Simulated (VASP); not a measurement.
# Cr (Fm-3m) in VASP: a series of runs

Cr is run at these levels: PBE; tasks: electric field gradients.

Program: VASP 6.6.1. These are calculated values, not measurements. Logs are shortened: lines on timing, memory, paths and dates and some standing lists are left out, and cuts for length are marked.

## Step 1: The cell of the first run

The structure is cubic, space group Fm-3m (No. 225). Conventional cell: a = 3.606 Å, b = 3.606 Å, c = 3.606 Å, α = 90.00°, β = 90.00°, γ = 90.00°. Within 3.4 Å of Cr (site symmetry m-3m) lie 12 Cr at 2.55 Å.

This isn't the form of Cr at room conditions, which is bcc.

## Step 2: Electric field gradients, PBE, collinear spin, ferromagnetic start (11.72 Å³/atom)

Input file INCAR:

```
PREC = Accurate
ENCUT = 520
EDIFF = 1E-8
ISMEAR = -1
SIGMA = 0.03
LREAL = F
LASPH = T
NELM = 150
ALGO = Normal
ISIF = 2
LWAVE = F
LCHARG = F
ISPIN = 2
MAGMOM = 3
LORBIT = 11
LMAXMIX = 4
GGA = PE
LEFG = T
NBANDS = 16
```

Input file KPOINTS:

```
regular mesh
0
Gamma
  19 19 19
```

Input file POSCAR:

```
Cr
1.0
    0.0000000000      1.8027579647      1.8027579647
    1.8027579647      0.0000000000      1.8027579647
    1.8027579647      1.8027579647      0.0000000000
Cr
1
Direct
    0.0000000000      0.0000000000      0.0000000000
```

Potentials or basis: VASP PAW PBE potentials, release 64 (Cr_pv).

Run with:

```bash
$ cat potpaw_PBE.64/Cr_pv/POTCAR > POTCAR
$ mpirun -np 1 vasp_std > vasp.out
```

OUTCAR:

```text
PREC = Accurate
   ENCUT = 520
   EDIFF = 1E-8
   ISMEAR = -1
   LREAL = F
   LASPH = T
   NELM = 150
   ISIF = 2
   ISPIN = 2
   LORBIT = 11
   GGA = PE

 ion  position               nearest neighbor table
   1  0.000  0.000  0.000-

  LATTYP: Found a face centered cubic cell.
 ALAT       =     3.6055159294

  Lattice vectors:

 A1 = (   0.0000000000,   1.8027579647,   1.8027579647)
 A2 = (   1.8027579647,   0.0000000000,   1.8027579647)
 A3 = (   1.8027579647,   1.8027579647,   0.0000000000)

Analysis of symmetry for initial positions (statically):
=====================================================================
 Subroutine PRICEL returns:
 Original cell was already a primitive cell.

 Routine SETGRP: Setting up the symmetry group for a
 face centered cubic supercell.

 Subroutine GETGRP returns: Found 48 space group operations
 (whereof 48 operations were pure point group operations)
 out of a pool of 48 trial point group operations.

The static configuration has the point symmetry O_h .

Analysis of symmetry for dynamics (positions and initial velocities):
=====================================================================
 Subroutine PRICEL returns:
 Original cell was already a primitive cell.

 Routine SETGRP: Setting up the symmetry group for a
 face centered cubic supercell.

 Subroutine GETGRP returns: Found 48 space group operations
 (whereof 48 operations were pure point group operations)
 out of a pool of 48 trial point group operations.

The dynamic configuration has the point symmetry O_h .

Analysis of structural, dynamic, and magnetic symmetry:
=====================================================================
 Subroutine PRICEL returns:
 Original cell was already a primitive cell.

 Routine SETGRP: Setting up the symmetry group for a
 face centered cubic supercell.

 Subroutine GETGRP returns: Found 48 space group operations
 (whereof 48 operations were pure point group operations)
 out of a pool of 48 trial point group operations.

The overall configuration has the point symmetry O_h .

 Subroutine INISYM returns: Found 48 space group operations
 (whereof 48 operations are pure point group operations),
 and found     1 'primitive' translations

----------------------------------------------------------------------------------------

                                     Primitive cell

  volume of cell :      11.7177

  direct lattice vectors                    reciprocal lattice vectors
     0.000000000  1.802757965  1.802757965    -0.277352817  0.277352817  0.277352817
     1.802757965  0.000000000  1.802757965     0.277352817 -0.277352817  0.277352817
     1.802757965  1.802757965  0.000000000     0.277352817  0.277352817 -0.277352817

  length of vectors
     2.549484763  2.549484763  2.549484763     0.480389171  0.480389171  0.480389171

  position of ions in fractional coordinates (direct lattice)
     0.000000000  0.000000000  0.000000000

  ion indices of the primitive-cell ions
   primitive index   ion index
                 1           1

----------------------------------------------------------------------------------------

 KPOINTS: regular mesh

Automatic generation of k-mesh.
 Grid dimensions read from file:
 generate k-points for:   19   19   19

 Generating k-lattice:

  Cartesian coordinates                     Fractional coordinates (reciprocal lattice)
    -0.014597517  0.014597517  0.014597517     0.052631579  0.000000000  0.000000000
     0.014597517 -0.014597517  0.014597517     0.000000000  0.052631579  0.000000000
     0.014597517  0.014597517 -0.014597517     0.000000000  0.000000000  0.052631579

  Length of vectors
     0.025283641  0.025283641  0.025283641

  Shift w.r.t. Gamma in fractional coordinates (k-lattice)
     0.000000000  0.000000000  0.000000000

 Subroutine IBZKPT returns following result:
 ===========================================

[... 36 lines left out ...]
   NGXF,Y,Z  is equivalent  to a cutoff of  26.08, 26.08, 26.08 a.u.
 SYSTEM =  unknown system
   PREC   = accura    normal or accurate (medium, high low for compatibility)
   ISTART =      0    job   : 0-new  1-cont  2-samecut
   ICHARG =      2    charge: 1-file 2-atom 10-const
   ISPIN  =      2    spin polarized calculation?
   LNONCOLLINEAR =      F non collinear calculations
   LSORBIT =      F    spin-orbit coupling
   LASPH  =      T    aspherical Exc in radial PAW
   ENCUT  =  520.0 eV  38.22 Ry    6.18 a.u.   4.74  4.74  4.74*2*pi/ulx,y,z
   NELM   =    150;   NELMIN=  2; NELMDL= -5     # of ELM steps
   EDIFF  = 0.1E-07   stopping-criterion for ELM
   LREAL  =      F    real-space projection
   EDIFFG = 0.1E-06   stopping-criterion for IOM
   NSW    =      0    number of steps for IOM
   IBRION =     -1    ionic relax: 0-MD 1-quasi-New 2-CG
   NFREE  =      0    steps in history (QN), initial steepest desc. (CG)
   ISIF   =      2    stress and relaxation
   ISYM   =      2    0-nonsym 1-usesym 2-fastsym
   POTIM  = 0.5000    time-step for ionic-motion
   TEBEG  =    0.0;   TEEND  =   0.0 temperature during run
   PSTRESS=    0.0 pullay stress
   NELECT =      12.0000    total number of electrons
   NUPDOWN=      -1.0000    fix difference up-down
   EMIN   =  10.00;   EMAX   =-10.00  energy-range for DOS
   EFERMI =   0.00;   METHOD = LEGACY
   ISMEAR =    -1;   SIGMA  =   0.03  broadening in eV -4-tet -1-fermi 0-gaus
   EFERMI_NEDOS =   21; number of points for ismear=-14 and -15
   IALGO  =     38    algorithm
   IMIX   =      4    mixing-type and parameters
     AMIX     =   0.40;   BMIX     =  1.00
     AMIX_MAG =   1.60;   BMIX_MAG =  1.00
  volume/ion in A,a.u.               =      11.72        79.07
  Fermi-wavevector in a.u.,A,eV,Ry     =   1.650141  3.118315 37.048210  2.722967
  Thomas-Fermi vector in A             =   2.739142
   LORBIT       =     11    0 simple, 1 ext, 2 COOP (PROOUT), +10 PAW based schemes
   GGA     = PE    functional components
   LHFCALC =     F    Hartree Fock is set to
   AEXX    =    0.0000 exact exchange contribution
   IVDW    =     0    specifies the selected vdW correction
   LEPSILON=     F    determine dielectric tensor
   LRPA    =     F    only Hartree local field effects (RPA)
 spin polarized calculation
  energy-cutoff  :      520.00
  volume of cell :       11.72
 maximum number of plane-waves:       331
   NGX =  9   NGY =  9   NGZ =  9

 number of electron      12.0000010 magnetization       0.0000211

 Free energy of the ion-electron system (eV)
  ---------------------------------------------------
  ext. energy  EPLUGINS =         0.00000000
  ---------------------------------------------------
  free energy    TOTEN  =        -9.12424891 eV

  energy without entropy =       -9.11882694  energy(sigma->0) =       -9.12153793

 E-fermi :  10.5075     XC(G=0): -13.5755

 val. band max:       10.5058223056   @ k =  -0.3684   0.1579   0.0000
 cond. band min:      10.5094907795   @ k =  -0.2632   0.1053   0.0000
 fundamental gap:      0.0036684739
 Fermi energy:        10.5074536992

 spin component 1

 k-point     1 :       0.0000    0.0000    0.0000
  band No.  band energies     occupation
      1     -31.8251      1.00000
      2     -31.8251      1.00000
      3     -31.8251      1.00000
      4       2.9724      1.00000
      5      10.0818      1.00000
      6      10.0818      1.00000
[... 435 lines left out ...]
      5       9.3706      1.00000
      6      10.2904      0.99928
[... 8 lines left out ...]
     15      39.1074      0.00000
     16      39.1541      0.00000

 [... further k-points ...]

 spin component 2

 k-point     1 :       0.0000    0.0000    0.0000
  band No.  band energies     occupation
      1     -31.8250      1.00000
      2     -31.8250      1.00000
      3     -31.8250      1.00000
      4       2.9724      1.00000
      5      10.0818      1.00000
      6      10.0818      1.00000
[... 435 lines left out ...]
      5       9.3706      1.00000
      6      10.2905      0.99928
[... 8 lines left out ...]
     15      39.1074      0.00000
     16      39.1541      0.00000

 [... further k-points ...]
[... 5 lines left out ...]
  --------------------------------------------------------------------------------------
  -------------------------------------------------------------------------------------
  Total        0.2085193      0.2085193      0.2085193     -0.0000000     -0.0000000     -0.0000000
  in kB       28.5111456     28.5111456     28.5111456     -0.0000000     -0.0000000     -0.0000000
  external PRESSURE =      28.5111456 kB  Pullay stress =       0.0000000 kB

 VOLUME and BASIS-vectors are now :
 -----------------------------------------------------------------------------
  energy-cutoff  :      520.00
  volume of cell :       11.72
      direct lattice vectors                 reciprocal lattice vectors
     0.000000000  1.802757965  1.802757965    -0.277352817  0.277352817  0.277352817
     1.802757965  0.000000000  1.802757965     0.277352817 -0.277352817  0.277352817
     1.802757965  1.802757965  0.000000000     0.277352817  0.277352817 -0.277352817

 POSITION                                       TOTAL-FORCE (eV/Angst)
 -----------------------------------------------------------------------------------
      0.00000      0.00000      0.00000         0.000000      0.000000      0.000000
 -----------------------------------------------------------------------------------
    total drift:                                0.000000     -0.000000      0.000000

  FREE ENERGIE OF THE ION-ELECTRON SYSTEM (eV)
  ---------------------------------------------------
  free  energy   TOTEN  =        -9.1242489119 eV

  energy  without entropy=       -9.1188269406  energy(sigma->0) =       -9.12153793

 Electric field gradients (V/A^2)
---------------------------------------------------------------------
 ion       V_xx      V_yy      V_zz      V_xy      V_xz      V_yz
---------------------------------------------------------------------
   1       0.000    -0.000    -0.000    -0.002    -0.002    -0.002
---------------------------------------------------------------------

 Electric field gradients after diagonalization (V/A^2)
 (convention: |V_zz| > |V_xx| > |V_yy|)
----------------------------------------------------------------------
 ion       V_xx      V_yy      V_zz     asymmetry (V_yy - V_xx)/ V_zz
----------------------------------------------------------------------
   1       0.002     0.002    -0.003       0.000
----------------------------------------------------------------------

           NMR quadrupolar parameters

 Cq : quadrupolar parameter    Cq=e*Q*V_zz/h
 eta: asymmetry parameters     (V_yy - V_xx)/ V_zz
 Q  : nuclear electric quadrupole moment in mb (millibarn)
----------------------------------------------------------------------
 ion       Cq(MHz)       eta       Q (mb)
----------------------------------------------------------------------
   1      -0.000       0.000       1.000
----------------------------------------------------------------------

 total charge

# of ion       s       p       d       tot
------------------------------------------
    1        0.446   6.381   4.214  11.041

 magnetization (x)

# of ion       s       p       d       tot
------------------------------------------
    1        0.000   0.000   0.000   0.000
```

Wall time 88 s (1 thread of Intel Xeon Platinum 8259CL at 2.50GHz (Skylake/Cascade Lake), shared host); peak memory 0.18 GiB.

What came out:

```yaml
Free_energy: -9.1242 eV
Pressure: 2.9 GPa
Band_gap_on_the_k_mesh: zero (filled and empty bands overlap)
Net_moment: 0.00 μB per cell
Largest_electric_field_gradient_by_atom: under 0.05 V/Å² on every atom
Valence_electrons_inside_the_program's_atomic_spheres: Cr 11.04
```

Caveat: the moments typed at the start vanished in this run.

(Continued in part 2 of 2.)
